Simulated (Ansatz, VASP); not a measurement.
**One calculation of GaP, two programs**

POSCAR

```
GaP
1.0
    0.0000000000      2.2052342096      2.2052342096
    2.2052342096      0.0000000000      2.2052342096
    2.2052342096      2.2052342096      0.0000000000
Ga P
1 1
Direct
    0.0000000000      0.0000000000      0.0000000000
    0.5000000000      0.5000000000      0.5000000000
```

File INCAR.step1:

```
SYSTEM = GaP
PREC     = Accurate       ! precision mode
ENCUT    = 520            ! plane-wave cutoff, eV
ISMEAR   = -1             ! smearing method
SIGMA    = 0.05           ! smearing width, eV
LREAL    = .False.        ! projectors in reciprocal space
LASPH    = .True.         ! aspherical terms in the spheres
NELM     = 60             ! most SCF steps
NBANDS   = 16             ! bands
GGA      = PE             ! functional
ALGO     = Normal         ! electronic algorithm
EDIFF    = 1E-4           ! SCF threshold, eV
LWAVE    = .True.         ! write WAVECAR
LCHARG   = .False.        ! write CHGCAR
```

Contents of INCAR.step2:

```
SYSTEM = GaP
PREC     = Accurate       ! precision mode
ENCUT    = 520            ! plane-wave cutoff, eV
EDIFF    = 1E-7           ! SCF threshold, eV
ISMEAR   = -1             ! smearing method
SIGMA    = 0.05           ! smearing width, eV
LREAL    = .False.        ! projectors in reciprocal space
LASPH    = .True.         ! aspherical terms in the spheres
NELM     = 60             ! most SCF steps
ALGO     = Normal         ! electronic algorithm
ISIF     = 2              ! what is computed and relaxed
LWAVE    = .False.        ! write WAVECAR
LCHARG   = .False.        ! write CHGCAR
METAGGA  = R2SCAN         ! meta-GGA
LMIXTAU  = .True.       
NBANDS   = 16             ! bands
ISTART   = 1
```

KPOINTS

```
Automatic mesh
0
Gamma
  14 14 14
  0 0 0
```

Input for Ansatz:

```yaml
crystal:
  lattice:
    - [0.0, 2.2052342096, 2.2052342096]
    - [2.2052342096, 0.0, 2.2052342096]
    - [2.2052342096, 2.2052342096, 0.0]
  atoms:
    - { symbol: Ga, position: [0.0, 0.0, 0.0] }
    - { symbol: P, position: [0.5, 0.5, 0.5] }
kpoints:
  mp_grid: { grid: [14, 14, 14] }
scf:
  occupations: { method: fermi_dirac, width: 0.05 }
hamiltonian:
  xc: r2scan
  pseudopotentials: { kind: paw }
output:
  forces: true
  stress: true
  eigenvalues: true
  populations: true
```

Change from the starting cell: volume scaled by 0.64, PAW files.

Alike in both runs: task single point; functional r2SCAN; k mesh 14 × 14 × 14; occupations fermi-dirac, width 0.05 eV; no spin polarisation.

```csv
,VASP,Ansatz
version,VASP 6.6.1,Ansatz 0.2.0
potentials or method,"VASP PAW PBE potentials, release 64 (Ga_d, P)","PAW with Ansatz's default frozen-core files, scalar-relativistic"
plane-wave cutoff (eV),520,500
valence electrons in the cell,18,18
```

```csv
,VASP,Ansatz,Ansatz less VASP
pressure (GPa),116.5,116.6,+0.06
```

VASP's potentials were made for PBE, not for r2SCAN. Both programs put the cell under a high pressure, so it lies far from rest at this level.

Noted on VASP's run: the cell as given lies far from equilibrium.
